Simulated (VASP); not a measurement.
# La (P6/mmm) in VASP: notebook, part 2 of 3

VASP 6.6.1.

## 3. Single point, PBEsol

INCAR

```
PREC = Accurate
ENCUT = 520
EDIFF = 1E-7
ISMEAR = -1
SIGMA = 0.08
LREAL = False
LASPH = True
NELM = 80
ALGO = Normal
ISIF = 2
LWAVE = False
LCHARG = True
GGA = PS
LELF = True
LVHAR = True
NBANDS = 12
```

KPOINTS

```
Automatic mesh
0
Gamma
  14 14 13
```

POSCAR

```
La
1.0
    3.1055485866      0.0000000000      0.0000000000
   -1.5527742933      2.6894839686      0.0000000000
    0.0000000000      0.0000000000      2.8490601256
La
1
Direct
    0.0000000000      0.0000000000      0.0000000000
```

Potentials or basis: VASP PAW PBE potentials, release 64 (La).

On the command line:

```
cat potpaw_PBE.64/La/POTCAR > POTCAR
mpirun -np 1 vasp_std > vasp.out
```

OUTCAR:

```text
PREC = Accurate
   ENCUT = 520
   EDIFF = 1E-7
   ISMEAR = -1
   LREAL = False
   LASPH = True
   NELM = 80
   ISIF = 2
   GGA = PS

 ion  position               nearest neighbor table
   1  0.000  0.000  0.000-

  LATTYP: Found a hexagonal cell.
 ALAT       =     3.1055485866
 C/A-ratio  =     0.9174096126

  Lattice vectors:

 A1 = (   3.1055485866,   0.0000000000,   0.0000000000)
 A2 = (  -1.5527742933,   2.6894839686,   0.0000000000)
 A3 = (   0.0000000000,   0.0000000000,   2.8490601256)

Analysis of symmetry for initial positions (statically):
=====================================================================
 Subroutine PRICEL returns:
 Original cell was already a primitive cell.

 Routine SETGRP: Setting up the symmetry group for a
 hexagonal supercell.

 Subroutine GETGRP returns: Found 24 space group operations
 (whereof 24 operations were pure point group operations)
 out of a pool of 24 trial point group operations.

The static configuration has the point symmetry D_6h.

Analysis of symmetry for dynamics (positions and initial velocities):
=====================================================================
 Subroutine PRICEL returns:
 Original cell was already a primitive cell.

 Routine SETGRP: Setting up the symmetry group for a
 hexagonal supercell.

 Subroutine GETGRP returns: Found 24 space group operations
 (whereof 24 operations were pure point group operations)
 out of a pool of 24 trial point group operations.

The dynamic configuration has the point symmetry D_6h.

 Subroutine INISYM returns: Found 24 space group operations
 (whereof 24 operations are pure point group operations),
 and found     1 'primitive' translations

----------------------------------------------------------------------------------------

                                     Primitive cell

  volume of cell :      23.7963

  direct lattice vectors                    reciprocal lattice vectors
     3.105548587  0.000000000  0.000000000     0.322004300  0.185909270  0.000000000
    -1.552774293  2.689483969  0.000000000     0.000000000  0.371818539  0.000000000
     0.000000000  0.000000000  2.849060126     0.000000000  0.000000000  0.350992944

  length of vectors
     3.105548587  3.105548587  2.849060126     0.371818539  0.371818539  0.350992944

  position of ions in fractional coordinates (direct lattice)
     0.000000000  0.000000000  0.000000000

  ion indices of the primitive-cell ions
   primitive index   ion index
                 1           1

----------------------------------------------------------------------------------------

 KPOINTS: Automatic mesh

Automatic generation of k-mesh.
 Grid dimensions read from file:
 generate k-points for:   14   14   13

 Generating k-lattice:

  Cartesian coordinates                     Fractional coordinates (reciprocal lattice)
     0.023000307  0.013279234  0.000000000     0.071428571 -0.000000000  0.000000000
     0.000000000  0.026558467  0.000000000     0.000000000  0.071428571  0.000000000
     0.000000000  0.000000000  0.026999457     0.000000000  0.000000000  0.076923077

  Length of vectors
     0.026558467  0.026558467  0.026999457

  Shift w.r.t. Gamma in fractional coordinates (k-lattice)
     0.000000000  0.000000000  0.000000000

 Subroutine IBZKPT returns following result:
 ===========================================

 Found    168 irreducible k-points:

 Following reciprocal coordinates:
            Coordinates               Weight
  0.000000  0.000000  0.000000      1.000000
  0.071429  0.000000  0.000000      6.000000
  0.142857  0.000000  0.000000      6.000000
  0.214286  0.000000  0.000000      6.000000
  0.285714  0.000000  0.000000      6.000000
  0.357143  0.000000  0.000000      6.000000
[... 16 lines left out ...]
  0.285714  0.285714  0.000000      6.000000
  0.357143  0.285714  0.000000      6.000000
 [... further k-points ...]
   k-points           NKPTS =    168   k-points in BZ     NKDIM =    168   number of bands    NBANDS=     12
   number of dos      NEDOS =    301   number of ions     NIONS =      1
   total plane-waves  NPLWV =  13824
   dimension x,y,z NGX =    24 NGY =   24 NGZ =   24
   dimension x,y,z NGXF=    48 NGYF=   48 NGZF=   48
   ions per type =               1
   NGX,Y,Z   is equivalent  to a cutoff of  12.85, 12.85, 14.00 a.u.
   NGXF,Y,Z  is equivalent  to a cutoff of  25.70, 25.70, 28.01 a.u.
 SYSTEM =  unknown system
   PREC   = accura    normal or accurate (medium, high low for compatibility)
   ISTART =      0    job   : 0-new  1-cont  2-samecut
   ICHARG =      2    charge: 1-file 2-atom 10-const
   ISPIN  =      1    spin polarized calculation?
   LNONCOLLINEAR =      F non collinear calculations
   LSORBIT =      F    spin-orbit coupling
   LASPH  =      T    aspherical Exc in radial PAW
   ENCUT  =  520.0 eV  38.22 Ry    6.18 a.u.   5.77  5.77  5.30*2*pi/ulx,y,z
   NELM   =     80;   NELMIN=  2; NELMDL= -5     # of ELM steps
   EDIFF  = 0.1E-06   stopping-criterion for ELM
   LREAL  =      F    real-space projection
   EDIFFG = 0.1E-05   stopping-criterion for IOM
   NSW    =      0    number of steps for IOM
   IBRION =     -1    ionic relax: 0-MD 1-quasi-New 2-CG
   NFREE  =      0    steps in history (QN), initial steepest desc. (CG)
   ISIF   =      2    stress and relaxation
   ISYM   =      2    0-nonsym 1-usesym 2-fastsym
   POTIM  = 0.5000    time-step for ionic-motion
   TEBEG  =    0.0;   TEEND  =   0.0 temperature during run
   PSTRESS=    0.0 pullay stress
   NELECT =      11.0000    total number of electrons
   NUPDOWN=      -1.0000    fix difference up-down
   EMIN   =  10.00;   EMAX   =-10.00  energy-range for DOS
   EFERMI =   0.00;   METHOD = LEGACY
   ISMEAR =    -1;   SIGMA  =   0.08  broadening in eV -4-tet -1-fermi 0-gaus
   EFERMI_NEDOS =   21; number of points for ismear=-14 and -15
   IALGO  =     38    algorithm
   IMIX   =      4    mixing-type and parameters
     AMIX     =   0.40;   BMIX     =  1.00
     AMIX_MAG =   1.60;   BMIX_MAG =  1.00
  volume/ion in A,a.u.               =      23.80       160.59
  Fermi-wavevector in a.u.,A,eV,Ry     =   1.265813  2.392039 21.800365  1.602282
  Thomas-Fermi vector in A             =   2.399046
   LORBIT       =      0    0 simple, 1 ext, 2 COOP (PROOUT), +10 PAW based schemes
   GGA     = PS    functional components
   LHFCALC =     F    Hartree Fock is set to
   AEXX    =    0.0000 exact exchange contribution
   IVDW    =     0    specifies the selected vdW correction
   LEPSILON=     F    determine dielectric tensor
   LRPA    =     F    only Hartree local field effects (RPA)
 non-spin polarized calculation
  energy-cutoff  :      520.00
  volume of cell :       23.80
 maximum number of plane-waves:       656
 NGX is ok and might be reduce to    24
   NGX = 11   NGY = 11   NGZ = 11

 number of electron      10.9999999 magnetization

 Free energy of the ion-electron system (eV)
  ---------------------------------------------------
  ext. energy  EPLUGINS =         0.00000000
  ---------------------------------------------------
  free energy    TOTEN  =        -4.68162997 eV

  energy without entropy =       -4.65314349  energy(sigma->0) =       -4.66738673

 E-fermi :  12.8359     XC(G=0): -11.6200

 val. band max:       12.8317561786   @ k =   0.3571   0.0714   0.0000
 cond. band min:      12.8495722354   @ k =   0.4286   0.0714   0.1538
 fundamental gap:      0.0178160568
 Fermi energy:        12.8358579416

 k-point     1 :       0.0000    0.0000    0.0000
  band No.  band energies     occupation
      1     -20.3908      2.00000
      2      -1.4010      2.00000
      3      -1.4010      2.00000
      4      -1.0330      2.00000
      5      10.6334      2.00000
      6      11.1040      2.00000
      7      14.2009      0.00000
      8      14.6075      0.00000
      9      14.6075      0.00000
     10      15.8157      0.00000
     11      15.8157      0.00000
     12      16.2230      0.00000

 k-point     2 :       0.0714    0.0000    0.0000
  band No.  band energies     occupation
      1     -20.3498      2.00000
      2      -1.6922      2.00000
      3      -1.4621      2.00000
      4      -1.0025      2.00000
      5      10.9487      2.00000
      6      11.1971      2.00000
      7      13.5487      0.00027
      8      14.7321      0.00000
      9      15.2181      0.00000
     10      15.7953      0.00000
     11      15.8111      0.00000
     12      16.2112      0.00000
[... 316 lines left out ...]
 k-point    24 :       0.3571    0.2857    0.0000
  band No.  band energies     occupation
      1     -19.3305      2.00000
      2      -5.0454      2.00000
      3      -4.4334      2.00000
      4      -0.2850      2.00000
      5      13.4348      0.00112
      6      14.1904      0.00000
      7      14.7472      0.00000
      8      14.9859      0.00000
      9      15.4215      0.00000
     10      15.7199      0.00000
     11      16.0666      0.00000
     12      16.1668      0.00000

 [... further k-points ...]
[... 5 lines left out ...]
  --------------------------------------------------------------------------------------
  -------------------------------------------------------------------------------------
  Total        2.5769443      2.5769443      2.5589081      0.0000000     -0.0000000      0.0000000
  in kB      173.5028905    173.5028905    172.2885340      0.0000000     -0.0000000      0.0000000
  external PRESSURE =     173.0981050 kB  Pullay stress =       0.0000000 kB

 VOLUME and BASIS-vectors are now :
 -----------------------------------------------------------------------------
  energy-cutoff  :      520.00
  volume of cell :       23.80
      direct lattice vectors                 reciprocal lattice vectors
     3.105548587  0.000000000  0.000000000     0.322004300  0.185909270  0.000000000
    -1.552774293  2.689483969  0.000000000     0.000000000  0.371818539  0.000000000
     0.000000000  0.000000000  2.849060126     0.000000000  0.000000000  0.350992944

 POSITION                                       TOTAL-FORCE (eV/Angst)
 -----------------------------------------------------------------------------------
      0.00000      0.00000      0.00000         0.000000      0.000000      0.000000
 -----------------------------------------------------------------------------------
    total drift:                               -0.000000      0.000000      0.000000

  FREE ENERGIE OF THE ION-ELECTRON SYSTEM (eV)
  ---------------------------------------------------
  free  energy   TOTEN  =        -4.6816299690 eV

  energy  without entropy=       -4.6531434899  energy(sigma->0) =       -4.66738673
```

stdout:

```text
POSCAR found type information on POSCAR La
 POSCAR found :  1 types and       1 ions
 scaLAPACK will be used
 -----------------------------------------------------------------------------
|                                                                             |
|                                                                             |
|     You enforced a specific xc type in the INCAR file but a different       |
|     I HOPE YOU KNOW WHAT YOU ARE DOING!                                     |
|                                                                             |
 -----------------------------------------------------------------------------

 LDA part: xc-table for (Slater+PW92), standard interpolation
 POSCAR, INCAR and KPOINTS ok, starting setup
 FFT: planning ... GRIDC
 FFT: planning ... GRID_SOFT
 FFT: planning ... GRID
 WAVECAR not read
 entering main loop
```

It took 20 s on 1 thread of Intel Xeon 6975P-C (Granite Rapids), shared host; peak memory 0.2 GiB.

What came out:

| Property | Result |
| --- | --- |
| Free energy | -4.6816 eV |
| Pressure | 17.3 GPa |

Stress tensor (GPa, compression positive):
```
17.35  0.00  0.00
 0.00 17.35  0.00
 0.00  0.00 17.23
```

Caveat: the PAW data sets were made with another functional, which shifts forces and pressure a little; spin-orbit coupling is left out, which moves the levels of the heavy elements.

## 4. Relaxation of cell and atoms, PBEsol, target pressure 17 GPa, at which the enthalpy is minimised

INCAR

```
  ALGO = Normal
  EDIFF = 1E-7
  EDIFFG = -0.005
  ENCUT = 600
  GGA = PS
  IBRION = 2
  ISIF = 3
  ISMEAR = -1
  LASPH = True
  LCHARG = False
  LREAL = False
  LWAVE = False
  NELM = 100
  NSW = 32
  PREC = Accurate
  PSTRESS = 170.0
  SIGMA = 0.08
```

KPOINTS

```
k-points
0
Gamma
  14 14 13
```

POSCAR is that of step 3.

On the command line:

```
cat potpaw_PBE.64/La/POTCAR > POTCAR
mpirun -np 1 vasp_std > vasp.out
```

Run time: 71 s. Hardware: 1 thread of Intel Xeon 6975P-C (Granite Rapids), shared host; peak memory 0.22 GiB.

Results (log left out):

```
Free energy                                            : -4.6912 eV
Relaxed volume                                         : 23.88 Å³/atom
Relaxed cell                                           : a = 3.110 Å, b = 3.110 Å, c = 2.851 Å, α = 90.00°, β = 90.00°, γ = 120.00°
Space group after relaxing (to 0.05 Å)                 : P6/mmm (No. 191)
Energy change on relaxing (the enthalpy is what falls) : -9.5 meV/atom
Ionic steps                                            : 5
Pressure after relaxing                                : 17.0 GPa
```

Step by step:
```csv
step,energy change (eV),largest force (eV/Å),pressure (GPa),volume (Å³)
1,0.0000,0.0000,17.32,23.80
2,-0.0172,0.0000,16.72,23.96
3,-0.0094,0.0000,16.99,23.88
4,-0.0096,0.0000,16.99,23.89
5,-0.0095,0.0000,17.00,23.88
```

Final structure:
```xyz
1
Lattice="3.1105 0.0000 0.0000 -1.5552 2.6938 0.0000 0.0000 0.0000 2.8506" Properties=species:S:1:pos:R:3 pbc="T T T"
La   -1.5552    2.6938    2.8506
```

Levels at points of the mesh, in eV from the Fermi level:
| k point | band 4 | band 5 | band 6 | band 7 | band 8 | band 9 |
| --- | --- | --- | --- | --- | --- | --- |
| (0.00, 0.00, 0.00) | -13.87 | -2.22 | -1.73 | 1.37 | 1.77 | 1.77 |
| (0.50, 0.00, 0.00) | -13.22 | -2.86 | 0.43 | 1.56 | 2.51 | 3.11 |

Caveat: the cell is relaxed towards a set pressure, so the enthalpy falls and the energy may rise; the PAW data sets were made with another functional, which shifts forces and pressure a little; spin-orbit coupling is left out, which moves the levels of the heavy elements.

[end of part 2 of 3]
